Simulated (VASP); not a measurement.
A run of VASP 6.6.1:

The input INCAR:

```
ALGO = Normal ; EDIFF = 1E-6
ENCUT = 520 ; ISIF = 2
ISMEAR = -1 ; LASPH = T
LCHARG = F ; LREAL = F
LWAVE = F ; NBANDS = 22
NELM = 100 ; PREC = Accurate
SIGMA = 0.08
```

Contents of KPOINTS:

```
k-points
0
Gamma
  11 11 11
```

Contents of POSCAR:

```
Bi
1.0
    0.0000000000      2.9078105204      2.9078105204
    2.9078105204      0.0000000000      2.9078105204
    2.9078105204      2.9078105204      0.0000000000
Bi
2
Direct
   -0.1250000000     -0.1250000000     -0.1250000000
    0.1250000000      0.1250000000      0.1250000000
```

Potentials or basis: VASP PAW LDA potentials, release 64 (Bi_d).

Launch:

```sh
$ cat potpaw_LDA.64/Bi_d/POTCAR > POTCAR
$ mpirun -np 1 vasp_std > vasp.out
```

Hardware: 1 thread of Intel Xeon 8259CL, on a shared host.

Task: How long does it take, and how much memory?

Result: It took 52 s on 1 thread of Intel Xeon 8259CL (shared host), peak memory 0.18 GiB. Counts: scf iterations 11, k points 56.
